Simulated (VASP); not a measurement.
# BaTiO3 (R-3m) in VASP: notebook, part 2 of 2

VASP 6.6.1. The steps go on from the part before.

## Step 3: Electric field gradients, LDA (equal xy, yz and zx shear strains of -2 %)

Input file INCAR:

```
PREC = Accurate
ENCUT = 520
EDIFF = 1E-8
ISMEAR = -1
SIGMA = 0.05
LREAL = F
LASPH = T
NELM = 60
ALGO = Normal
ISIF = 2
LWAVE = F
LCHARG = F
GGA = CA
LEFG = T
NBANDS = 28
```

Input file KPOINTS:

```
Automatic mesh
0
Gamma
  8 8 8
```

Input file POSCAR:

```
BaTiO3
1.0
    4.0073000000     -0.0400730000     -0.0400730000
   -0.0400730000      4.0073000000     -0.0400730000
   -0.0400730000     -0.0400730000      4.0073000000
Ba Ti O
1 1 3
Direct
    0.5000000000      0.5000000000      0.5000000000
    0.0000000000      0.0000000000      0.0000000000
    0.5000000000      0.0000000000      0.0000000000
    0.0000000000      0.5000000000      0.0000000000
    0.0000000000      0.0000000000      0.5000000000
```

Potentials or basis: VASP PAW LDA potentials, release 64 (Ba_sv, Ti_sv, O).

The run is started by

```bash
> cat potpaw_LDA.64/Ba_sv/POTCAR potpaw_LDA.64/Ti_sv/POTCAR potpaw_LDA.64/O/POTCAR > POTCAR
> mpirun -np 1 vasp_std > vasp.out
```

OUTCAR:

```text
PREC = Accurate
   ENCUT = 520
   EDIFF = 1E-8
   ISMEAR = -1
   LREAL = F
   LASPH = T
   NELM = 60
   ISIF = 2
   GGA = CA

 ion  position               nearest neighbor table
   1  0.500  0.500  0.500-   3 2.81   4 2.81   5 2.81   3 2.81   4 2.81   5 2.81   5 2.86   3 2.86
                             4 2.86   5 2.86   4 2.86   3 2.86   2 3.40   2 3.40   2 3.49   2 3.49
   2  0.000  0.000  0.000-   3 2.00   4 2.00   5 2.00   5 2.00   4 2.00   3 2.00   1 3.40   1 3.40
                             1 3.49   1 3.49   1 3.49   1 3.49   1 3.49   1 3.49
   3  0.500  0.000  0.000-   2 2.00   2 2.00   1 2.81   1 2.81   1 2.86   1 2.86
   4  0.000  0.500  0.000-   2 2.00   2 2.00   1 2.81   1 2.81   1 2.86   1 2.86
   5  0.000  0.000  0.500-   2 2.00   2 2.00   1 2.81   1 2.81   1 2.86   1 2.86

  LATTYP: Found a trigonal (rhomboedric) cell.
 ALAT       =     4.0077007100
 COS(alpha) =    -0.0198960208

  Lattice vectors:

 A1 = (   4.0073000000,  -0.0400730000,  -0.0400730000)
 A2 = (  -0.0400730000,   4.0073000000,  -0.0400730000)
 A3 = (  -0.0400730000,  -0.0400730000,   4.0073000000)

Analysis of symmetry for initial positions (statically):
=====================================================================
 Subroutine PRICEL returns:
 Original cell was already a primitive cell.

 Routine SETGRP: Setting up the symmetry group for a
 trigonal (rhombohedral) supercell.

 Subroutine GETGRP returns: Found 12 space group operations
 (whereof 12 operations were pure point group operations)
 out of a pool of 12 trial point group operations.

The static configuration has the point symmetry D_3d.

Analysis of symmetry for dynamics (positions and initial velocities):
=====================================================================
 Subroutine PRICEL returns:
 Original cell was already a primitive cell.

 Routine SETGRP: Setting up the symmetry group for a
 trigonal (rhombohedral) supercell.

 Subroutine GETGRP returns: Found 12 space group operations
 (whereof 12 operations were pure point group operations)
 out of a pool of 12 trial point group operations.

The dynamic configuration has the point symmetry D_3d.

 Subroutine INISYM returns: Found 12 space group operations
 (whereof 12 operations are pure point group operations),
 and found     1 'primitive' translations

----------------------------------------------------------------------------------------

                                     Primitive cell

  volume of cell :      64.3316

  direct lattice vectors                    reciprocal lattice vectors
     4.007300000 -0.040073000 -0.040073000     0.249595004  0.002521162  0.002521162
    -0.040073000  4.007300000 -0.040073000     0.002521162  0.249595004  0.002521162
    -0.040073000 -0.040073000  4.007300000     0.002521162  0.002521162  0.249595004

  length of vectors
     4.007700710  4.007700710  4.007700710     0.249620469  0.249620469  0.249620469

  position of ions in fractional coordinates (direct lattice)
     0.500000000  0.500000000  0.500000000
     0.000000000  0.000000000  0.000000000
[... 103 lines left out ...]
     AMIX_MAG =   1.60;   BMIX_MAG =  1.00
  volume/ion in A,a.u.               =      12.87        86.83
  Fermi-wavevector in a.u.,A,eV,Ry     =   1.397290  2.640496 26.564296  1.952421
  Thomas-Fermi vector in A             =   2.520561
   LORBIT       =      0    0 simple, 1 ext, 2 COOP (PROOUT), +10 PAW based schemes
   GGA     = CA    functional components
   LHFCALC =     F    Hartree Fock is set to
   AEXX    =    0.0000 exact exchange contribution
   IVDW    =     0    specifies the selected vdW correction
   LEPSILON=     F    determine dielectric tensor
   LRPA    =     F    only Hartree local field effects (RPA)
 non-spin polarized calculation
  energy-cutoff  :      520.00
  volume of cell :       64.33
 maximum number of plane-waves:      1759
 NGX is ok and might be reduce to    30
   NGX = 15   NGY = 15   NGZ = 15

 number of electron      39.9999970 magnetization

 Free energy of the ion-electron system (eV)
  ---------------------------------------------------
  ext. energy  EPLUGINS =         0.00000000
  ---------------------------------------------------
  free energy    TOTEN  =       -44.06614574 eV

  energy without entropy =      -44.06614573  energy(sigma->0) =      -44.06614574

 E-fermi :   4.3340     XC(G=0): -11.7203

 val. band max:        3.5325524979   @ k =   0.5000   0.5000   0.5000
 cond. band min:       5.0730514588   @ k =   0.0000   0.0000   0.0000
 fundamental gap:      1.5404989608
 Fermi energy:         4.3339580402

 k-point     1 :       0.0000    0.0000    0.0000
  band No.  band energies     occupation
      1     -52.4039      2.00000
      2     -29.0327      2.00000
      3     -29.0081      2.00000
      4     -29.0081      2.00000
      5     -21.1668      2.00000
      6     -13.0758      2.00000
[... 733 lines left out ...]
     27      10.9075      0.00000
     28      12.0743      0.00000

 [... further k-points ...]

------------------------ aborting loop because EDIFF is reached ----------------------------------------

  FORCE on cell =-STRESS in cart. coord.  units (eV):
  Direction    XX          YY          ZZ          XY          YZ          ZX
  --------------------------------------------------------------------------------------
  -------------------------------------------------------------------------------------
  Total       -2.9394084     -2.9394084     -2.9394084      0.9955732      0.9955732      0.9955732
  in kB      -73.2059062    -73.2059062    -73.2059062     24.7947298     24.7947298     24.7947298
  external PRESSURE =     -73.2059062 kB  Pullay stress =       0.0000000 kB

 VOLUME and BASIS-vectors are now :
 -----------------------------------------------------------------------------
  energy-cutoff  :      520.00
  volume of cell :       64.33
      direct lattice vectors                 reciprocal lattice vectors
     4.007300000 -0.040073000 -0.040073000     0.249595004  0.002521162  0.002521162
    -0.040073000  4.007300000 -0.040073000     0.002521162  0.249595004  0.002521162
    -0.040073000 -0.040073000  4.007300000     0.002521162  0.002521162  0.249595004

 POSITION                                       TOTAL-FORCE (eV/Angst)
 -----------------------------------------------------------------------------------
      1.96358      1.96358      1.96358         0.000000     -0.000000     -0.000000
      0.00000      0.00000      0.00000        -0.000000     -0.000000      0.000000
      2.00365     -0.02004     -0.02004        -0.000000      0.000000      0.000000
     -0.02004      2.00365     -0.02004        -0.000000      0.000000     -0.000000
     -0.02004     -0.02004      2.00365         0.000000     -0.000000      0.000000
 -----------------------------------------------------------------------------------
    total drift:                                0.000000     -0.000000      0.000000

  FREE ENERGIE OF THE ION-ELECTRON SYSTEM (eV)
  ---------------------------------------------------
  free  energy   TOTEN  =       -44.0661457395 eV

  energy  without entropy=      -44.0661457320  energy(sigma->0) =      -44.06614574

 Electric field gradients (V/A^2)
---------------------------------------------------------------------
 ion       V_xx      V_yy      V_zz      V_xy      V_xz      V_yz
---------------------------------------------------------------------
   1      -0.000    -0.000     0.000   -12.929   -12.929   -12.929
   2      -0.000    -0.000    -0.000     3.781     3.781     3.781
   3      21.769   -10.884   -10.884    -2.603    -2.603     0.101
   4     -10.884    21.769   -10.884    -2.603     0.101    -2.603
   5     -10.884   -10.884    21.769     0.101    -2.603    -2.603
---------------------------------------------------------------------

 Electric field gradients after diagonalization (V/A^2)
 (convention: |V_zz| > |V_xx| > |V_yy|)
----------------------------------------------------------------------
 ion       V_xx      V_yy      V_zz     asymmetry (V_yy - V_xx)/ V_zz
----------------------------------------------------------------------
   1      12.929    12.929   -25.859       0.000
   2      -3.781    -3.781     7.563       0.000
   3     -11.194   -10.986    22.180       0.009
   4     -11.194   -10.986    22.180       0.009
   5     -11.194   -10.986    22.180       0.009
----------------------------------------------------------------------

           NMR quadrupolar parameters

 Cq : quadrupolar parameter    Cq=e*Q*V_zz/h
 eta: asymmetry parameters     (V_yy - V_xx)/ V_zz
 Q  : nuclear electric quadrupole moment in mb (millibarn)
----------------------------------------------------------------------
 ion       Cq(MHz)       eta       Q (mb)
----------------------------------------------------------------------
   1      -0.063       0.000       1.000
   2       0.018       0.000       1.000
   3       0.054       0.009       1.000
   4       0.054       0.009       1.000
   5       0.054       0.009       1.000
----------------------------------------------------------------------
```

OSZICAR:

```text
N       E                     dE             d eps       ncg     rms          rms(c)
DAV:   1     0.413047067110E+03    0.41305E+03   -0.20401E+04  3640   0.151E+03
DAV:   2    -0.152732559006E+02   -0.42832E+03   -0.40905E+03  4332   0.412E+02
DAV:   3    -0.528365270529E+02   -0.37563E+02   -0.37240E+02  4208   0.128E+02
DAV:   4    -0.547751489153E+02   -0.19386E+01   -0.19348E+01  5832   0.253E+01
DAV:   5    -0.548093981570E+02   -0.34249E-01   -0.34240E-01  4572   0.320E+00    0.224E+01
DAV:   6    -0.445132752095E+02    0.10296E+02   -0.57967E+01  5244   0.652E+01    0.102E+01
DAV:   7    -0.442991166654E+02    0.21416E+00   -0.10328E+01  4920   0.234E+01    0.658E+00
DAV:   8    -0.440802125922E+02    0.21890E+00   -0.78450E-01  4364   0.780E+00    0.309E+00
DAV:   9    -0.440986098777E+02   -0.18397E-01   -0.30425E-01  5216   0.418E+00    0.158E+00
DAV:  10    -0.440702746331E+02    0.28335E-01   -0.18240E-01  4116   0.444E+00    0.537E-01
DAV:  11    -0.440661718896E+02    0.41027E-02   -0.17657E-02  4928   0.954E-01    0.117E-01
DAV:  12    -0.440664257837E+02   -0.25389E-03   -0.16899E-03  4872   0.357E-01    0.146E-01
DAV:  13    -0.440661457834E+02    0.28000E-03   -0.86568E-04  4532   0.296E-01    0.182E-02
DAV:  14    -0.440661462798E+02   -0.49640E-06   -0.31946E-05  4452   0.417E-02    0.850E-03
DAV:  15    -0.440661458770E+02    0.40281E-06   -0.16513E-06  4840   0.108E-02    0.293E-03
DAV:  16    -0.440661457391E+02    0.13791E-06   -0.39716E-07  5100   0.611E-03    0.483E-04
DAV:  17    -0.440661457395E+02   -0.39108E-09   -0.34305E-08  4268   0.144E-03
   1 F= -.44066146E+02 E0= -.44066146E+02  d E =-.749366E-08
```

stdout:

```text
POSCAR found type information on POSCAR BaTiO
 POSCAR found :  3 types and       5 ions
 scaLAPACK will be used
 LDA part: xc-table for (Slater(with rela. corr.)+CA(PZ))
 , standard interpolation
 POSCAR, INCAR and KPOINTS ok, starting setup
 FFT: planning ... GRIDC
 FFT: planning ... GRID_SOFT
 FFT: planning ... GRID
 WAVECAR not read
 entering main loop
ion   1

ion   2

ion   3
     0.0000293     0.7497538     0.0385254     1.6762473     0.7497538    -2.9033455
     0.0000403     0.7497538     0.0385254     1.6762473     0.7497538    -2.9033455
     0.0000555     0.7497538     0.0385254     1.6762472     0.7497538    -2.9033454
     0.0000765     0.7497537     0.0385254     1.6762472     0.7497537    -2.9033453

     0.0000293     2.3673587     0.0155713     7.2737295     2.3673587   -12.5984690
     0.0000403     2.3673583     0.0155713     7.2737281     2.3673583   -12.5984666
     0.0000555     2.3673576     0.0155713     7.2737257     2.3673576   -12.5984624
     0.0000765     2.3673564     0.0155713     7.2737216     2.3673564   -12.5984554

ion   4
     0.0000293     0.7497538     0.7497538     1.6762473     0.0385254     2.9033455
     0.0000403     0.7497538     0.7497538     1.6762473     0.0385254     2.9033455
     0.0000555     0.7497538     0.7497538     1.6762472     0.0385254     2.9033454
     0.0000765     0.7497537     0.7497537     1.6762472     0.0385254     2.9033453

     0.0000293     2.3673587     2.3673587     7.2737295     0.0155713    12.5984690
     0.0000403     2.3673583     2.3673583     7.2737281     0.0155713    12.5984666
     0.0000555     2.3673576     2.3673576     7.2737257     0.0155713    12.5984624
     0.0000765     2.3673564     2.3673564     7.2737216     0.0155713    12.5984554

ion   5
```

Wall time 68 s (1 thread of Intel Xeon Platinum 8559C (Emerald Rapids), shared host); peak memory 0.23 GiB.

What came out:

| Item | Value |
| --- | --- |
| Free energy | -44.0661 eV |
| Pressure | -7.3 GPa |
| Band gap on the k mesh | 1.54 eV (least direct gap 1.61 eV) |
| Largest electric field gradient by atom | Ba -25.9; Ti +7.6; O +22.2 V/Å² |

Stress tensor (GPa, compression positive):
```
-7.32  2.48  2.48
 2.48 -7.32  2.48
 2.48  2.48 -7.32
```

Electric field gradients, principal values (V/Å²):
```
atom    least   middle  greatest (by size)
1 Ba   12.929   12.929             -25.859
2 Ti   -3.781   -3.781               7.563
 3 O  -10.986  -11.194              22.180
 4 O  -10.986  -11.194              22.180
 5 O  -10.986  -11.194              22.180
```

Caveat: the cell differs from its parent crystal (equal xy, yz and zx shear strains of -2 %); the cell stands under tension; without QUAD_EFG the Cq values of the log hold for a quadrupole moment of 1 mb, not for the nuclei; spin-orbit coupling is left out, which moves the levels of the heavy elements. A k mesh can miss the band edges.
